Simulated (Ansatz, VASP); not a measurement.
## Pd: VASP beside Ansatz

```xyz
1
Lattice="0.0000 -1.9536 -1.9536 1.9536 0.0000 -1.9536 1.9536 -1.9536 0.0000" Properties=species:S:1:pos:R:3 pbc="T T T"
Pd    0.0000    0.0000    0.0000
```

Alike in both runs: functional r2SCAN; k mesh 18 × 18 × 18; occupations gaussian, width 0.1 eV; no spin polarisation.

Ansatz relaxed the structure, and its values are those at the end. VASP's run is a single point on that final structure, the one shown.

```csv
,VASP,Ansatz
version,VASP 6.6.1,Ansatz 0.2.0
potentials or method,"VASP PAW PBE potentials, release 64 (Pd), cutoff 550 eV","scalar-relativistic, plane waves, PAW"
valence electrons in the cell,10,18
```

VASP gave:

| Quantity | Value |
| --- | --- |
| gap on the k mesh at the Fermi level (eV) | none |
| pressure (GPa) | 0.7 |

Problem. Estimate Ansatz's values.

Solution. gap on the k mesh at the Fermi level (eV): none; pressure (GPa): 0.0.

VASP's potentials were made for PBE, not for r2SCAN. A gap of «none» marks a metal or a gap that the smearing closes. With one functional, cell and mesh, what is left measures potentials, basis and numerics. VASP's potentials hold 10 valence electrons a cell and Ansatz's 18, so a difference there can come from the potentials and not from the codes.
